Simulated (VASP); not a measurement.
# KCl (Pm-3m) in VASP: a series of runs

The runs below take KCl through electric field gradients, density of states, with PBE.

Everything below comes from runs of VASP 6.6.1. Logs are shortened: lines on timing, memory, paths and dates and some standing lists are left out, and cuts for length are marked.

### Step 1. The cell of the first run

Symmetry: Pm-3m, No. 221, cubic system. The conventional cell has a = 3.634 Å, b = 3.634 Å, c = 3.634 Å, α = 90.00°, β = 90.00°, γ = 90.00°. K (site symmetry m-3m) has 8 Cl at 3.15 Å and 6 K at 3.63 Å within 4.1 Å. Within 4.1 Å of Cl (site symmetry m-3m) lie 8 K at 3.15 Å and 6 Cl at 3.63 Å.

### Step 2. Electric field gradients, PBE

File INCAR:

```
PREC = Accurate ; ENCUT = 520
EDIFF = 1E-8 ; ISMEAR = -1
SIGMA = 0.02 ; LREAL = F
LASPH = T ; NELM = 60
ALGO = Normal ; ISIF = 2
LWAVE = F ; LCHARG = F
GGA = PE ; LEFG = T
NBANDS = 15
```

File KPOINTS:

```
Automatic mesh
0
Gamma
  7 7 7
```

File POSCAR:

```
KCl
1.0
    3.6340000000      0.0000000000      0.0000000000
    0.0000000000      3.6340000000      0.0000000000
    0.0000000000      0.0000000000      3.6340000000
K Cl
1 1
Direct
    0.0000000000      0.0000000000      0.0000000000
    0.5000000000      0.5000000000      0.5000000000
```

Potentials or basis: VASP PAW PBE potentials, release 64 (K_sv, Cl).

The run is started by

```sh
> cat potpaw_PBE.64/K_sv/POTCAR potpaw_PBE.64/Cl/POTCAR > POTCAR
> mpirun -np 1 vasp_std > vasp.out
```

OUTCAR:

```text
PREC = Accurate
   ENCUT = 520
   EDIFF = 1E-8
   ISMEAR = -1
   LREAL = F
   LASPH = T
   NELM = 60
   ISIF = 2
   GGA = PE

 ion  position               nearest neighbor table
   1  0.000  0.000  0.000-   2 3.15   2 3.15   2 3.15   2 3.15   2 3.15   2 3.15   2 3.15   2 3.15

   2  0.500  0.500  0.500-   1 3.15   1 3.15   1 3.15   1 3.15   1 3.15   1 3.15   1 3.15   1 3.15

  LATTYP: Found a simple cubic cell.
 ALAT       =     3.6340000000

  Lattice vectors:

 A1 = (   3.6340000000,   0.0000000000,   0.0000000000)
 A2 = (   0.0000000000,   3.6340000000,   0.0000000000)
 A3 = (   0.0000000000,   0.0000000000,   3.6340000000)

Analysis of symmetry for initial positions (statically):
=====================================================================
 Subroutine PRICEL returns:
 Original cell was already a primitive cell.

 Routine SETGRP: Setting up the symmetry group for a
 simple cubic supercell.

 Subroutine GETGRP returns: Found 48 space group operations
 (whereof 48 operations were pure point group operations)
 out of a pool of 48 trial point group operations.

The static configuration has the point symmetry O_h .

Analysis of symmetry for dynamics (positions and initial velocities):
=====================================================================
 Subroutine PRICEL returns:
 Original cell was already a primitive cell.

 Routine SETGRP: Setting up the symmetry group for a
 simple cubic supercell.

 Subroutine GETGRP returns: Found 48 space group operations
 (whereof 48 operations were pure point group operations)
 out of a pool of 48 trial point group operations.

The dynamic configuration has the point symmetry O_h .

 Subroutine INISYM returns: Found 48 space group operations
 (whereof 48 operations are pure point group operations),
 and found     1 'primitive' translations

----------------------------------------------------------------------------------------

                                     Primitive cell

  volume of cell :      47.9904

  direct lattice vectors                    reciprocal lattice vectors
     3.634000000  0.000000000  0.000000000     0.275178866  0.000000000  0.000000000
     0.000000000  3.634000000  0.000000000     0.000000000  0.275178866  0.000000000
     0.000000000  0.000000000  3.634000000     0.000000000  0.000000000  0.275178866

  length of vectors
     3.634000000  3.634000000  3.634000000     0.275178866  0.275178866  0.275178866

  position of ions in fractional coordinates (direct lattice)
     0.000000000  0.000000000  0.000000000
     0.500000000  0.500000000  0.500000000

  ion indices of the primitive-cell ions
   primitive index   ion index
                 1           1
                 2           2

----------------------------------------------------------------------------------------

 KPOINTS: Automatic mesh

Automatic generation of k-mesh.
 Grid dimensions read from file:
 generate k-points for:    7    7    7

 Generating k-lattice:

  Cartesian coordinates                     Fractional coordinates (reciprocal lattice)
     0.039311267  0.000000000  0.000000000     0.142857143  0.000000000  0.000000000
     0.000000000  0.039311267  0.000000000     0.000000000  0.142857143  0.000000000
     0.000000000  0.000000000  0.039311267     0.000000000  0.000000000  0.142857143

  Length of vectors
     0.039311267  0.039311267  0.039311267

  Shift w.r.t. Gamma in fractional coordinates (k-lattice)
     0.000000000  0.000000000  0.000000000

 Subroutine IBZKPT returns following result:
 ===========================================

 Found     20 irreducible k-points:

 Following reciprocal coordinates:
            Coordinates               Weight
  0.000000  0.000000  0.000000      1.000000
  0.142857  0.000000  0.000000      6.000000
  0.285714  0.000000  0.000000      6.000000
  0.428571  0.000000  0.000000      6.000000
  0.142857  0.142857  0.000000     12.000000
  0.285714  0.142857  0.000000     24.000000
[... 12 lines left out ...]
  0.428571  0.428571  0.285714     24.000000
  0.428571  0.428571  0.428571      8.000000
   k-points           NKPTS =     20   k-points in BZ     NKDIM =     20   number of bands    NBANDS=     15
   number of dos      NEDOS =    301   number of ions     NIONS =      2
   total plane-waves  NPLWV =  21952
   dimension x,y,z NGX =    28 NGY =   28 NGZ =   28
   dimension x,y,z NGXF=    56 NGYF=   56 NGZF=   56
   ions per type =               1   1
   NGX,Y,Z   is equivalent  to a cutoff of  12.81, 12.81, 12.81 a.u.
   NGXF,Y,Z  is equivalent  to a cutoff of  25.62, 25.62, 25.62 a.u.
 SYSTEM =  unknown system
   PREC   = accura    normal or accurate (medium, high low for compatibility)
   ISTART =      0    job   : 0-new  1-cont  2-samecut
   ICHARG =      2    charge: 1-file 2-atom 10-const
   ISPIN  =      1    spin polarized calculation?
   LNONCOLLINEAR =      F non collinear calculations
   LSORBIT =      F    spin-orbit coupling
   LASPH  =      T    aspherical Exc in radial PAW
   ENCUT  =  520.0 eV  38.22 Ry    6.18 a.u.   6.76  6.76  6.76*2*pi/ulx,y,z
   NELM   =     60;   NELMIN=  2; NELMDL= -5     # of ELM steps
   EDIFF  = 0.1E-07   stopping-criterion for ELM
   LREAL  =      F    real-space projection
   EDIFFG = 0.1E-06   stopping-criterion for IOM
   NSW    =      0    number of steps for IOM
   IBRION =     -1    ionic relax: 0-MD 1-quasi-New 2-CG
   NFREE  =      0    steps in history (QN), initial steepest desc. (CG)
   ISIF   =      2    stress and relaxation
   ISYM   =      2    0-nonsym 1-usesym 2-fastsym
   POTIM  = 0.5000    time-step for ionic-motion
   TEBEG  =    0.0;   TEEND  =   0.0 temperature during run
   PSTRESS=    0.0 pullay stress
   NELECT =      16.0000    total number of electrons
   NUPDOWN=      -1.0000    fix difference up-down
   EMIN   =  10.00;   EMAX   =-10.00  energy-range for DOS
   EFERMI =   0.00;   METHOD = LEGACY
   ISMEAR =    -1;   SIGMA  =   0.02  broadening in eV -4-tet -1-fermi 0-gaus
   EFERMI_NEDOS =   21; number of points for ismear=-14 and -15
   IALGO  =     38    algorithm
   IMIX   =      4    mixing-type and parameters
     AMIX     =   0.40;   BMIX     =  1.00
     AMIX_MAG =   1.60;   BMIX_MAG =  1.00
  volume/ion in A,a.u.               =      24.00       161.93
  Fermi-wavevector in a.u.,A,eV,Ry     =   1.135176  2.145172 17.532804  1.288625
  Thomas-Fermi vector in A             =   2.271881
   LORBIT       =      0    0 simple, 1 ext, 2 COOP (PROOUT), +10 PAW based schemes
   GGA     = PE    functional components
[... 5 lines left out ...]
 non-spin polarized calculation
  energy-cutoff  :      520.00
  volume of cell :       47.99
 maximum number of plane-waves:      1309
 NGX is ok and might be reduce to    28
   NGX = 13   NGY = 13   NGZ = 13

 number of electron      16.0000000 magnetization

 Free energy of the ion-electron system (eV)
  ---------------------------------------------------
  ext. energy  EPLUGINS =         0.00000000
  ---------------------------------------------------
  free energy    TOTEN  =        -6.55009459 eV

  energy without entropy =       -6.55009459  energy(sigma->0) =       -6.55009459

 E-fermi :   0.5432     XC(G=0):  -8.8091

 val. band max:        0.0369756240   @ k =   0.4286   0.4286   0.0000
 cond. band min:       5.6479669805   @ k =   0.0000   0.0000   0.0000
 fundamental gap:      5.6109913565
 Fermi energy:         0.5431550035

 k-point     1 :       0.0000    0.0000    0.0000
  band No.  band energies     occupation
      1     -27.7494      2.00000
      2     -12.8484      2.00000
      3     -11.0954      2.00000
      4     -11.0954      2.00000
      5     -11.0954      2.00000
      6      -0.1641      2.00000
      7      -0.1641      2.00000
      8      -0.1641      2.00000
      9       5.6480      0.00000
     10       6.4376      0.00000
     11       6.4376      0.00000
     12      11.1313      0.00000
     13      11.1313      0.00000
     14      11.1313      0.00000
     15      14.3246      0.00000

 k-point     2 :       0.1429    0.0000    0.0000
  band No.  band energies     occupation
      1     -27.7422      2.00000
      2     -12.8915      2.00000
      3     -11.0849      2.00000
      4     -11.0849      2.00000
      5     -11.0643      2.00000
      6      -0.6409      2.00000
      7      -0.1754      2.00000
      8      -0.1754      2.00000
      9       6.1660      0.00000
     10       6.6280      0.00000
     11       6.9887      0.00000
     12      11.0618      0.00000
     13      11.0618      0.00000
     14      11.2488      0.00000
     15      13.4562      0.00000

 k-point     3 :       0.2857    0.0000    0.0000
  band No.  band energies     occupation
      1     -27.7258      2.00000
      2     -12.9928      2.00000
      3     -11.0612      2.00000
      4     -11.0612      2.00000
      5     -10.9819      2.00000
      6      -1.5064      2.00000
      7      -0.2023      2.00000
      8      -0.2023      2.00000
      9       7.1712      0.00000
     10       7.2683      0.00000
     11       8.2544      0.00000
     12      11.0065      0.00000
     13      11.0065      0.00000
     14      11.5496      0.00000
     15      11.8370      0.00000
[... 271 lines left out ...]
 k-point    19 :       0.4286    0.4286    0.2857
  band No.  band energies     occupation
      1     -27.6595      2.00000
      2     -12.3838      2.00000
      3     -11.3870      2.00000
      4     -11.3509      2.00000
      5     -11.2312      2.00000
      6      -1.5142      2.00000
      7      -1.5079      2.00000
      8      -1.0684      2.00000
      9       7.9646      0.00000
     10       8.9820      0.00000
     11       9.1461      0.00000
     12       9.8102      0.00000
     13      11.1993      0.00000
     14      11.2448      0.00000
     15      13.3593      0.00000

 k-point    20 :       0.4286    0.4286    0.4286
  band No.  band energies     occupation
      1     -27.6484      2.00000
      2     -12.2815      2.00000
      3     -11.3531      2.00000
      4     -11.3521      2.00000
      5     -11.3521      2.00000
      6      -1.6036      2.00000
      7      -1.6036      2.00000
      8      -1.5367      2.00000
      9       8.8951      0.00000
     10       9.2575      0.00000
     11       9.2575      0.00000
     12      10.7179      0.00000
     13      10.7485      0.00000
     14      10.7485      0.00000
     15      13.2589      0.00000

------------------------ aborting loop because EDIFF is reached ----------------------------------------

  FORCE on cell =-STRESS in cart. coord.  units (eV):
  Direction    XX          YY          ZZ          XY          YZ          ZX
  --------------------------------------------------------------------------------------
  -------------------------------------------------------------------------------------
  Total        1.3561683      1.3561683      1.3561683     -0.0000000      0.0000000     -0.0000000
  in kB       45.2761414     45.2761414     45.2761414     -0.0000000      0.0000000     -0.0000000
  external PRESSURE =      45.2761414 kB  Pullay stress =       0.0000000 kB

 VOLUME and BASIS-vectors are now :
 -----------------------------------------------------------------------------
  energy-cutoff  :      520.00
  volume of cell :       47.99
      direct lattice vectors                 reciprocal lattice vectors
     3.634000000  0.000000000  0.000000000     0.275178866  0.000000000  0.000000000
     0.000000000  3.634000000  0.000000000     0.000000000  0.275178866  0.000000000
     0.000000000  0.000000000  3.634000000     0.000000000  0.000000000  0.275178866

 POSITION                                       TOTAL-FORCE (eV/Angst)
 -----------------------------------------------------------------------------------
      0.00000      0.00000      0.00000         0.000000      0.000000      0.000000
      1.81700      1.81700      1.81700         0.000000      0.000000      0.000000
 -----------------------------------------------------------------------------------
    total drift:                               -0.000000      0.000000      0.000000

  FREE ENERGIE OF THE ION-ELECTRON SYSTEM (eV)
  ---------------------------------------------------
  free  energy   TOTEN  =        -6.5500945882 eV

  energy  without entropy=       -6.5500945882  energy(sigma->0) =       -6.55009459

 Electric field gradients (V/A^2)
---------------------------------------------------------------------
 ion       V_xx      V_yy      V_zz      V_xy      V_xz      V_yz
---------------------------------------------------------------------
   1      -0.000    -0.000    -0.000     0.000     0.000    -0.000
   2      -0.000    -0.000     0.000     0.000    -0.000     0.000
---------------------------------------------------------------------

 Electric field gradients after diagonalization (V/A^2)
 (convention: |V_zz| > |V_xx| > |V_yy|)
----------------------------------------------------------------------
 ion       V_xx      V_yy      V_zz     asymmetry (V_yy - V_xx)/ V_zz
----------------------------------------------------------------------
   1      -0.000    -0.000    -0.000      -0.242
   2      -0.000    -0.000     0.000       0.778
----------------------------------------------------------------------

           NMR quadrupolar parameters

 Cq : quadrupolar parameter    Cq=e*Q*V_zz/h
 eta: asymmetry parameters     (V_yy - V_xx)/ V_zz
 Q  : nuclear electric quadrupole moment in mb (millibarn)
----------------------------------------------------------------------
 ion       Cq(MHz)       eta       Q (mb)
----------------------------------------------------------------------
   1      -0.000      -0.242       1.000
   2       0.000       0.778       1.000
----------------------------------------------------------------------
```

It took 31 s on 1 thread of Intel Xeon 8259CL, shared host; peak memory 0.16 GiB.

What came out:

```
Free energy            : -6.5501 eV
Pressure               : 4.5 GPa
Band gap on the k mesh : 5.61 eV, indirect (least direct gap 5.81 eV)
```

Levels at points of the mesh, in eV from the valence-band top:
```
           k point  band 4  band 5  band 6  band 7  band 8  band 9  band 10  band 11  band 12  band 13
(0.00, 0.00, 0.00)  -11.13  -11.13   -0.20   -0.20   -0.20    5.61     6.40     6.40    11.09    11.09
```

Caveat: without QUAD_EFG the Cq values of the log hold for a quadrupole moment of 1 mb, not for the nuclei. A k mesh can miss the band edges.

[end of part 1 of 2]
